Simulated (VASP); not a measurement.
# ZrC in VASP: a series of runs

Runs on ZrC. Level: PBE. Tasks: single point.

Everything below comes from runs of VASP 6.6.1. Logs are shortened: lines on timing, memory, paths and dates and some standing lists are left out, and cuts for length are marked.

## Step 1: The cell of the first run

It takes space group Fm-3m (No. 225, cubic). The conventional cell has a = 4.762 Å, b = 4.762 Å, c = 4.762 Å, α = 90.00°, β = 90.00°, γ = 90.00°. Within 3.1 Å of Zr (site symmetry m-3m) lie 6 C at 2.38 Å. C (site symmetry m-3m) has 6 Zr at 2.38 Å within 3.1 Å.

## Step 2: Single point, PBE (volume scaled by 1.04)

Input file INCAR:

```
PREC = Accurate
ENCUT = 520
EDIFF = 1E-6
ISMEAR = -1
SIGMA = 0.05
LREAL = False
LASPH = True
NELM = 60
ALGO = Normal
ISIF = 2
LWAVE = False
LCHARG = False
GGA = PE
NBANDS = 15
```

Input file KPOINTS:

```
Automatic mesh
0
Gamma
  15 15 15
```

Input file POSCAR:

```
ZrC
1.0
    0.0000000000      2.3811373624      2.3811373624
    2.3811373624      0.0000000000      2.3811373624
    2.3811373624      2.3811373624      0.0000000000
Zr C
1 1
Direct
    0.5000000000      0.5000000000      0.5000000000
    0.0000000000      0.0000000000      0.0000000000
```

Potentials or basis: VASP PAW PBE potentials, release 64 (Zr_sv, C).

Launch:

```console
cat potpaw_PBE.64/Zr_sv/POTCAR potpaw_PBE.64/C/POTCAR > POTCAR
mpirun -np 1 vasp_std > vasp.out
```

OUTCAR:

```text
PREC = Accurate
   ENCUT = 520
   EDIFF = 1E-6
   ISMEAR = -1
   LREAL = False
   LASPH = True
   NELM = 60
   ISIF = 2
   GGA = PE

 ion  position               nearest neighbor table
   1  0.500  0.500  0.500-   2 2.38   2 2.38   2 2.38   2 2.38   2 2.38   2 2.38
   2  0.000  0.000  0.000-   1 2.38   1 2.38   1 2.38   1 2.38   1 2.38   1 2.38

  LATTYP: Found a face centered cubic cell.
 ALAT       =     4.7622747248

  Lattice vectors:

 A1 = (   0.0000000000,   2.3811373624,   2.3811373624)
 A2 = (   2.3811373624,   0.0000000000,   2.3811373624)
 A3 = (   2.3811373624,   2.3811373624,   0.0000000000)

Analysis of symmetry for initial positions (statically):
=====================================================================
 Subroutine PRICEL returns:
 Original cell was already a primitive cell.

 Routine SETGRP: Setting up the symmetry group for a
 face centered cubic supercell.

 Subroutine GETGRP returns: Found 48 space group operations
 (whereof 48 operations were pure point group operations)
 out of a pool of 48 trial point group operations.

The static configuration has the point symmetry O_h .

Analysis of symmetry for dynamics (positions and initial velocities):
=====================================================================
 Subroutine PRICEL returns:
 Original cell was already a primitive cell.

 Routine SETGRP: Setting up the symmetry group for a
 face centered cubic supercell.

 Subroutine GETGRP returns: Found 48 space group operations
 (whereof 48 operations were pure point group operations)
 out of a pool of 48 trial point group operations.

The dynamic configuration has the point symmetry O_h .

 Subroutine INISYM returns: Found 48 space group operations
 (whereof 48 operations are pure point group operations),
 and found     1 'primitive' translations

----------------------------------------------------------------------------------------

                                     Primitive cell

  volume of cell :      27.0012

  direct lattice vectors                    reciprocal lattice vectors
     0.000000000  2.381137362  2.381137362    -0.209983686  0.209983686  0.209983686
     2.381137362  0.000000000  2.381137362     0.209983686 -0.209983686  0.209983686
     2.381137362  2.381137362  0.000000000     0.209983686  0.209983686 -0.209983686

  length of vectors
     3.367436752  3.367436752  3.367436752     0.363702413  0.363702413  0.363702413

  position of ions in fractional coordinates (direct lattice)
     0.500000000  0.500000000  0.500000000
     0.000000000  0.000000000  0.000000000

  ion indices of the primitive-cell ions
   primitive index   ion index
                 1           1
                 2           2

----------------------------------------------------------------------------------------

 KPOINTS: Automatic mesh

Automatic generation of k-mesh.
 Grid dimensions read from file:
 generate k-points for:   15   15   15

 Generating k-lattice:

  Cartesian coordinates                     Fractional coordinates (reciprocal lattice)
    -0.013998912  0.013998912  0.013998912     0.066666667  0.000000000  0.000000000
     0.013998912 -0.013998912  0.013998912     0.000000000  0.066666667  0.000000000
     0.013998912  0.013998912 -0.013998912     0.000000000  0.000000000  0.066666667

  Length of vectors
     0.024246828  0.024246828  0.024246828

  Shift w.r.t. Gamma in fractional coordinates (k-lattice)
     0.000000000  0.000000000  0.000000000

 Subroutine IBZKPT returns following result:
 ===========================================

 Found    120 irreducible k-points:

 Following reciprocal coordinates:
            Coordinates               Weight
  0.000000  0.000000  0.000000      1.000000
  0.066667  0.000000  0.000000      8.000000
  0.133333  0.000000  0.000000      8.000000
  0.200000  0.000000  0.000000      8.000000
  0.266667  0.000000  0.000000      8.000000
  0.333333  0.000000  0.000000      8.000000
[... 16 lines left out ...]
  0.133333  0.133333  0.000000      6.000000
  0.200000  0.133333  0.000000     24.000000
 [... further k-points ...]
   k-points           NKPTS =    120   k-points in BZ     NKDIM =    120   number of bands    NBANDS=     15
   number of dos      NEDOS =    301   number of ions     NIONS =      2
   total plane-waves  NPLWV =  21952
   dimension x,y,z NGX =    28 NGY =   28 NGZ =   28
   dimension x,y,z NGXF=    56 NGYF=   56 NGZF=   56
   ions per type =               1   1
   NGX,Y,Z   is equivalent  to a cutoff of  13.82, 13.82, 13.82 a.u.
   NGXF,Y,Z  is equivalent  to a cutoff of  27.65, 27.65, 27.65 a.u.
 SYSTEM =  unknown system
   PREC   = accura    normal or accurate (medium, high low for compatibility)
   ISTART =      0    job   : 0-new  1-cont  2-samecut
   ICHARG =      2    charge: 1-file 2-atom 10-const
   ISPIN  =      1    spin polarized calculation?
   LNONCOLLINEAR =      F non collinear calculations
   LSORBIT =      F    spin-orbit coupling
   LASPH  =      T    aspherical Exc in radial PAW
   ENCUT  =  520.0 eV  38.22 Ry    6.18 a.u.   6.26  6.26  6.26*2*pi/ulx,y,z
   NELM   =     60;   NELMIN=  2; NELMDL= -5     # of ELM steps
   EDIFF  = 0.1E-05   stopping-criterion for ELM
   LREAL  =      F    real-space projection
   EDIFFG = 0.1E-04   stopping-criterion for IOM
   NSW    =      0    number of steps for IOM
   IBRION =     -1    ionic relax: 0-MD 1-quasi-New 2-CG
   NFREE  =      0    steps in history (QN), initial steepest desc. (CG)
   ISIF   =      2    stress and relaxation
   ISYM   =      2    0-nonsym 1-usesym 2-fastsym
   POTIM  = 0.5000    time-step for ionic-motion
   TEBEG  =    0.0;   TEEND  =   0.0 temperature during run
   PSTRESS=    0.0 pullay stress
   NELECT =      16.0000    total number of electrons
   NUPDOWN=      -1.0000    fix difference up-down
   EMIN   =  10.00;   EMAX   =-10.00  energy-range for DOS
   EFERMI =   0.00;   METHOD = LEGACY
   ISMEAR =    -1;   SIGMA  =   0.05  broadening in eV -4-tet -1-fermi 0-gaus
   EFERMI_NEDOS =   21; number of points for ismear=-14 and -15
   IALGO  =     38    algorithm
   IMIX   =      4    mixing-type and parameters
     AMIX     =   0.40;   BMIX     =  1.00
     AMIX_MAG =   1.60;   BMIX_MAG =  1.00
  volume/ion in A,a.u.               =      13.50        91.11
  Fermi-wavevector in a.u.,A,eV,Ry     =   1.375056  2.598479 25.725609  1.890779
  Thomas-Fermi vector in A             =   2.500426
   LORBIT       =      0    0 simple, 1 ext, 2 COOP (PROOUT), +10 PAW based schemes
   GGA     = PE    functional components
   LHFCALC =     F    Hartree Fock is set to
   AEXX    =    0.0000 exact exchange contribution
   IVDW    =     0    specifies the selected vdW correction
   LEPSILON=     F    determine dielectric tensor
   LRPA    =     F    only Hartree local field effects (RPA)
 non-spin polarized calculation
  energy-cutoff  :      520.00
  volume of cell :       27.00
 maximum number of plane-waves:       745
 NGX is ok and might be reduce to    28
   NGX = 13   NGY = 13   NGZ = 13

 number of electron      16.0000000 magnetization

 Free energy of the ion-electron system (eV)
  ---------------------------------------------------
  ext. energy  EPLUGINS =         0.00000000
  ---------------------------------------------------
  free energy    TOTEN  =       -19.44434694 eV

  energy without entropy =      -19.44158463  energy(sigma->0) =      -19.44296578

 E-fermi :   9.1566     XC(G=0): -11.9407

 val. band max:        9.0868863634   @ k =  -0.0667   0.0667   0.0000
 cond. band min:       9.1624956412   @ k =   0.3333   0.2667   0.0000
 fundamental gap:      0.0756092777
 Fermi energy:         9.1566126248

 k-point     1 :       0.0000    0.0000    0.0000
  band No.  band energies     occupation
      1     -39.0911      2.00000
      2     -16.8247      2.00000
      3     -16.8247      2.00000
      4     -16.8247      2.00000
      5      -1.9983      2.00000
      6      10.0923      0.00000
      7      10.0923      0.00000
      8      10.0923      0.00000
      9      10.2457      0.00000
     10      10.2457      0.00000
     11      10.2457      0.00000
     12      11.8662      0.00000
     13      11.8662      0.00000
     14      16.0346      0.00000
     15      19.5567      0.00000

 k-point     2 :       0.0667    0.0000    0.0000
  band No.  band energies     occupation
      1     -39.0875      2.00000
      2     -16.8588      2.00000
      3     -16.8277      2.00000
      4     -16.8277      2.00000
      5      -1.9035      2.00000
      6       9.3118      0.08598
      7       9.5178      0.00146
      8       9.5178      0.00146
      9      10.4654      0.00000
     10      10.4654      0.00000
     11      10.7941      0.00000
     12      12.4201      0.00000
     13      12.4201      0.00000
     14      16.2584      0.00000
     15      19.8192      0.00000

 k-point     3 :       0.1333    0.0000    0.0000
  band No.  band energies     occupation
      1     -39.0772      2.00000
      2     -16.9541      2.00000
      3     -16.8364      2.00000
      4     -16.8364      2.00000
      5      -1.6294      2.00000
      6       8.3106      2.00000
      7       8.7147      1.99971
      8       8.7147      1.99971
      9      10.7700      0.00000
     10      10.7700      0.00000
     11      11.2125      0.00000
     12      13.5036      0.00000
     13      13.5036      0.00000
     14      16.8262      0.00000
     15      20.5275      0.00000
[... 343 lines left out ...]
 k-point    23 :       0.1333    0.1333    0.0000
  band No.  band energies     occupation
      1     -39.0726      2.00000
      2     -16.9448      2.00000
      3     -16.8659      2.00000
      4     -16.8659      2.00000
      5      -1.5377      2.00000
      6       7.5737      2.00000
      7       9.0828      1.62792
      8       9.0828      1.62792
      9       9.6187      0.00019
     10      11.9619      0.00000
     11      11.9619      0.00000
     12      12.0853      0.00000
     13      14.0816      0.00000
     14      17.4012      0.00000
     15      20.8597      0.00000

 k-point    24 :       0.2000    0.1333    0.0000
  band No.  band energies     occupation
      1     -39.0613      2.00000
      2     -17.0330      2.00000
      3     -16.8859      2.00000
      4     -16.8780      2.00000
      5      -1.2641      2.00000
      6       6.9177      2.00000
      7       8.5116      2.00000
      8       8.7479      1.99944
      9       9.7501      0.00001
     10      11.9998      0.00000
     11      12.3972      0.00000
     12      12.9865      0.00000
     13      14.7482      0.00000
     14      18.1378      0.00000
     15      21.5900      0.00000

 [... further k-points ...]

------------------------ aborting loop because EDIFF is reached ----------------------------------------

  FORCE on cell =-STRESS in cart. coord.  units (eV):
  Direction    XX          YY          ZZ          XY          YZ          ZX
  --------------------------------------------------------------------------------------
  -------------------------------------------------------------------------------------
  Total       -1.1514829     -1.1514829     -1.1514829     -0.0000000     -0.0000000      0.0000000
  in kB      -68.3258004    -68.3258004    -68.3258004     -0.0000000     -0.0000000      0.0000000
  external PRESSURE =     -68.3258004 kB  Pullay stress =       0.0000000 kB

 VOLUME and BASIS-vectors are now :
 -----------------------------------------------------------------------------
  energy-cutoff  :      520.00
  volume of cell :       27.00
      direct lattice vectors                 reciprocal lattice vectors
     0.000000000  2.381137362  2.381137362    -0.209983686  0.209983686  0.209983686
     2.381137362  0.000000000  2.381137362     0.209983686 -0.209983686  0.209983686
     2.381137362  2.381137362  0.000000000     0.209983686  0.209983686 -0.209983686

 POSITION                                       TOTAL-FORCE (eV/Angst)
 -----------------------------------------------------------------------------------
      2.38114      2.38114      2.38114        -0.000000      0.000000     -0.000000
      0.00000      0.00000      0.00000         0.000000     -0.000000      0.000000
 -----------------------------------------------------------------------------------
    total drift:                                0.000000      0.000000      0.000000

  FREE ENERGIE OF THE ION-ELECTRON SYSTEM (eV)
  ---------------------------------------------------
  free  energy   TOTEN  =       -19.4443469397 eV

  energy  without entropy=      -19.4415846291  energy(sigma->0) =      -19.44296578
```

Wall time 24 s (1 thread of Intel Xeon 6975P-C (Granite Rapids), shared host); peak memory 0.19 GiB.

Results:

```
Free energy            : -19.4443 eV
Pressure               : -6.8 GPa
Band gap on the k mesh : zero (band 8 reaches 10.09 eV, above the bottom of band 9 at 8.81 eV)
```

(Part 1 of 2 ends here.)
